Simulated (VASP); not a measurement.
Runs of VASP 6.6.1 on Re. The structure is that of space group P6_3/mmc (No. 194), or close to it. The cells are those of the table. 

| task | cell | gap on the mesh (eV) | pressure (GPa) |
| --- | --- | --- | --- |
| electric field gradients | a = 2.603, b = 2.603, c = 4.245 Å, angles 90.0, 90.0, 120.0°, 2 atoms | none | 88.1 |
| single point | a = 2.603, b = 2.603, c = 4.204 Å, angles 90.0, 90.0, 120.0°, 2 atoms | none | (a) |
| single point | a = 2.603, b = 2.603, c = 4.245 Å, angles 90.0, 90.0, 120.0°, 2 atoms | none | 88.1 |
| single point | a = 2.603, b = 2.603, c = 4.120 Å, angles 90.0, 90.0, 120.0°, 2 atoms | none | 112.0 |

Alike in all rows: level PBEsol; potentials or basis VASP PAW PBE potentials, release 64 (Re); no spin polarisation; k mesh 18 × 18 × 10; cutoff (eV) 520; smearing fermi-dirac 0.05 eV.

Fill in the values left out.

(a) 95.7.

Caveats: the cell stands under pressure; the PAW data sets were made with another functional, which shifts forces and pressure a little; spin-orbit coupling is left out, which moves the levels of the heavy elements.

A k mesh can miss the band edges, and the runs leave out spin-orbit coupling on Re.

A gap of «none» marks levels without a gap at the run's occupations.
